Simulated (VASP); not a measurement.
Crystal: BaHfO3.

```
Ba Hf O
1.0
     4.16957    0.00000    0.00000
     0.00000    4.16957    0.00000
     0.00000    0.00000    4.17038
Ba Hf O
1 1 3
Direct
  0.50000 0.50000 0.99642
  0.00000 0.00000 0.49788
  0.00000 0.50000 0.49889
  0.50000 0.00000 0.49889
  0.00000 0.00000 0.99794
```

Base run:

```yaml
Program: VASP 6.6.1
Functional: PBEsol
Potentials_or_basis: VASP PAW PBE potentials, release 64 (Ba_sv, Hf_pv, O)
Cutoff: 600 eV
k_mesh: 4 × 4 × 4
Occupations: tetrahedron
Spin: no spin polarisation
```

Its results: band gap on the k mesh 3.48 eV, indirect (least direct gap 3.69 eV); pressure -2.0 GPa; largest force 0.021 eV/Å.

**Question.** The run is repeated on the same cell with these changes: functional from PBEsol to PBE. What comes out?

**Answer.** Band gap on the k mesh 3.58 eV, indirect (least direct gap 3.80 eV); pressure 3.6 GPa; largest force 0.024 eV/Å.

PBE binds less tightly than PBEsol, so the same cell stands under more pressure.

Caveats: spin-orbit coupling is left out, which moves the levels of the heavy elements; the PAW data sets were made with another functional, which shifts forces and pressure a little (some runs).

A k mesh can miss the band edges.
